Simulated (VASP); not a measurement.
# HgTe (I-4m2) in VASP: vibrations by perturbation theory with PBEsol

Aim: the vibrations by perturbation theory of HgTe with PBEsol.

All numbers are computed with VASP 6.6.1; they aren't measurements. Logs are shortened: lines on timing, memory, paths and dates and some standing lists are left out, and cuts for length are marked.

## 1. The cell of the first run

Symmetry: I-4m2, No. 119, tetragonal system. Conventional cell: a = 6.091 Å, b = 6.091 Å, c = 3.119 Å, α = 90.00°, β = 90.00°, γ = 90.00°. Hg (site symmetry -4m2) has 2 Hg at 3.12 Å and 8 Te at 3.14 to 3.84 Å within 4.1 Å. Te (site symmetry -4m2) has 2 Te at 3.12 Å and 8 Hg at 3.14 to 3.84 Å within 4.1 Å.

## 2. Vibrations by perturbation theory, PBEsol

The input, INCAR:

```
SYSTEM = HgTe
PREC     = Accurate       ! precision mode
ENCUT    = 520            ! plane-wave cutoff, eV
EDIFF    = 1E-8           ! SCF threshold, eV
ISMEAR   = 1              ! smearing method
SIGMA    = 0.1            ! smearing width, eV
LREAL    = .False.        ! projectors in reciprocal space
LASPH    = .True.         ! aspherical terms in the spheres
NELM     = 100            ! most SCF steps
ALGO     = Normal         ! electronic algorithm
ISIF     = 2              ! what is computed and relaxed
LWAVE    = .False.        ! write WAVECAR
LCHARG   = .True.         ! write CHGCAR
GGA      = PS             ! functional
IBRION   = 8              ! ionic algorithm
NSW      = 1              ! ionic steps
```

The input, KPOINTS:

```
regular mesh
0
Gamma
  6 6 6
  0 0 0
```

The input, POSCAR:

```
HgTe
1.0
   -3.0456000000      3.0456000000      1.5594100000
    3.0456000000     -3.0456000000      1.5594100000
    3.0456000000      3.0456000000     -1.5594100000
Hg Te
1 1
Direct
    0.2500000000      0.7500000000      0.5000000000
    0.0000000000      0.0000000000      0.0000000000
```

Potentials or basis: VASP PAW PBE potentials, release 64 (Hg, Te).

The run is started by

```
$ cat potpaw_PBE.64/Hg/POTCAR potpaw_PBE.64/Te/POTCAR > POTCAR
$ mpirun -np 1 vasp_std > vasp.out
```

OUTCAR:

```text
SYSTEM = HgTe
   PREC = Accurate
   ENCUT = 520
   EDIFF = 1E-8
   ISMEAR = 1
   LREAL = .False.
   LASPH = .True.
   NELM = 100
   ISIF = 2
   GGA = PS
   IBRION = 8
   NSW = 1

 ion  position               nearest neighbor table
   1  0.250  0.750  0.500-   2 3.14   2 3.14   2 3.14   2 3.14
   2  0.000  0.000  0.000-   1 3.14   1 3.14   1 3.14   1 3.14

  LATTYP: Found a body centered tetragonal cell.
 ALAT       =     6.0912000000
 C/A-ratio  =     0.5120206199

  Lattice vectors:

 A1 = (  -3.0456000000,   3.0456000000,   1.5594100000)
 A2 = (   3.0456000000,  -3.0456000000,   1.5594100000)
 A3 = (   3.0456000000,   3.0456000000,  -1.5594100000)

Analysis of symmetry for initial positions (statically):
=====================================================================
 Subroutine PRICEL returns:
 Original cell was already a primitive cell.

 Routine SETGRP: Setting up the symmetry group for a
 body centered tetragonal supercell.

 Subroutine GETGRP returns: Found  8 space group operations
 (whereof  8 operations were pure point group operations)
 out of a pool of 16 trial point group operations.

The static configuration has the point symmetry D_2d.

Analysis of symmetry for dynamics (positions and initial velocities):
=====================================================================
 Subroutine PRICEL returns:
 Original cell was already a primitive cell.

 Routine SETGRP: Setting up the symmetry group for a
 body centered tetragonal supercell.

 Subroutine GETGRP returns: Found  8 space group operations
 (whereof  8 operations were pure point group operations)
 out of a pool of 16 trial point group operations.

The dynamic configuration has the point symmetry D_2d.

 Subroutine INISYM returns: Found  8 space group operations
[... 547 lines left out ...]
  Total       -1.1851043     -1.1851043     -1.0954714      0.0000000      0.0000000      0.0000000
  in kB      -32.8171691    -32.8171691    -30.3351120      0.0000000      0.0000000      0.0000000
  external PRESSURE =     -31.9898167 kB  Pullay stress =       0.0000000 kB

 VOLUME and BASIS-vectors are now :
 -----------------------------------------------------------------------------
  energy-cutoff  :      520.00
  volume of cell :       57.86
      direct lattice vectors                 reciprocal lattice vectors
    -3.045600000  3.045600000  1.559410000     0.000000000  0.164171263  0.320634086
     3.045600000 -3.045600000  1.559410000     0.164171263  0.000000000  0.320634086
     3.045600000  3.045600000 -1.559410000     0.164171263  0.164171263  0.000000000

 POSITION                                       TOTAL-FORCE (eV/Angst)
 -----------------------------------------------------------------------------------
      3.04560      0.00000      0.77970         0.000000      0.000000     -0.000000
      0.00000      0.00000      0.00000        -0.000000     -0.000000      0.000000
 -----------------------------------------------------------------------------------
    total drift:                                0.000000     -0.000000      0.000000

  FREE ENERGIE OF THE ION-ELECTRON SYSTEM (eV)
  ---------------------------------------------------
  free  energy   TOTEN  =        -3.9423206202 eV

  energy  without entropy=       -3.9414537911  energy(sigma->0) =       -3.94203168

[... ionic steps 2 to 3 ...]

--------------------------------------- Ionic step        4  -------------------------------------------

------------------------ aborting loop because EDIFF is reached ----------------------------------------
[... 11 lines left out ...]
[... ionic steps 8 to 8 ...]

--------------------------------------- Ionic step        9  -------------------------------------------

 Free energy of the ion-electron system (eV)
  ---------------------------------------------------
  ---------------------------------------------------
  free energy    TOTEN  =        -0.03095913 eV

  energy without entropy =       -0.03095913

------------------------ aborting loop because EDIFF is reached ----------------------------------------

 INTERNAL STRAIN TENSOR  FOR ION    2  DIRECTION 3   (eV/Angst):
 -----------------------------------------------------------------------------
    -1.64271  0.00000  0.00000
     0.00000  1.64033  0.00000
     0.00000  0.00000  0.00411

 INTERNAL STRAIN TENSOR FOR ION    2 for displacements in x,y,z  (eV/Angst):
          X           Y           Z          XY          YZ          ZX
  --------------------------------------------------------------------------------
  x     0.00000     0.00000     0.00000     0.00000     0.00000     0.28211
  y     0.00000     0.00000     0.00000     0.00000    -0.85081     0.00000
  z    -1.64152     1.64152     0.00000     0.00000     0.00000     0.00000

 SECOND DERIVATIVES (NOT SYMMETRIZED)
 ------------------------------------
               1X          1Y          1Z          2X          2Y          2Z
  1X    -1.709600    0.000000    0.000000    1.709600    0.000000    0.000000
  1Y     0.000000   -1.709600    0.000000    0.000000    1.709600    0.000000
  1Z     0.000000    0.000000    0.063006    0.000000    0.000000   -0.063006
  2X     1.708576    0.000000    0.000000   -1.708576    0.000000    0.000000
  2Y     0.000000    1.708576    0.000000    0.000000   -1.708576    0.000000
  2Z     0.000000    0.000000   -0.060225    0.000000    0.000000    0.060225

 Eigenvectors and eigenvalues of the dynamical matrix
 ----------------------------------------------------

   1 f  =    2.314201 THz    14.540556 2PiTHz   77.193446 cm-1     9.570763 meV
             X         Y         Z           dx          dy          dz
      3.045600  0.000000  0.779705     0.623652    0.000000    0.000000
      0.000000  0.000000  0.000000    -0.781702    0.000000    0.000000
[... 21 lines left out ...]
   6 f/i=    0.438341 THz     2.754177 2PiTHz   14.621477 cm-1     1.812831 meV
             X         Y         Z           dx          dy          dz
      3.045600  0.000000  0.779705     0.000000   -0.000000   -0.632145
      0.000000  0.000000  0.000000     0.000000   -0.000000    0.774850

--------------------------------------------------------------------------------------------------------

 ELASTIC MODULI CONTR FROM IONIC RELAXATION (kBar)
 Direction    XX          YY          ZZ          XY          YZ          ZX
 --------------------------------------------------------------------------------
 XX           0.0000      0.0000      0.0000      0.0000      0.0000      0.0000
 YY           0.0000      0.0000      0.0000      0.0000      0.0000      0.0000
 ZZ           0.0000      0.0000      0.0000      0.0000      0.0000      0.0000
 XY           0.0000      0.0000      0.0000      0.0000      0.0000      0.0000
 YZ           0.0000      0.0000      0.0000      0.0000     -7.7265      0.0000
 ZX           0.0000      0.0000      0.0000      0.0000      0.0000     -3.8711
 --------------------------------------------------------------------------------
```

It took 2.8 min on 1 thread of Intel Xeon Platinum 8559C (Emerald Rapids), shared host; peak memory 0.36 GiB.

Results:

```yaml
Highest_phonon_frequency_at_Γ_LO-TO_splitting_left_out: 77 cm⁻¹
```

Phonon frequencies in cm⁻¹ (negative: imaginary):
```tsv
q point	frequencies
(0.000, 0.000, 0.000)	-15 0 0 0 77 77
```

Caveat: the k points lie up to 0.38 Å⁻¹ apart; the cell wasn't relaxed at this level first, which shifts response properties; some modes are imaginary; the PAW data sets were made with another functional, which shifts forces and pressure a little; spin-orbit coupling is left out, which moves the levels of the heavy elements.
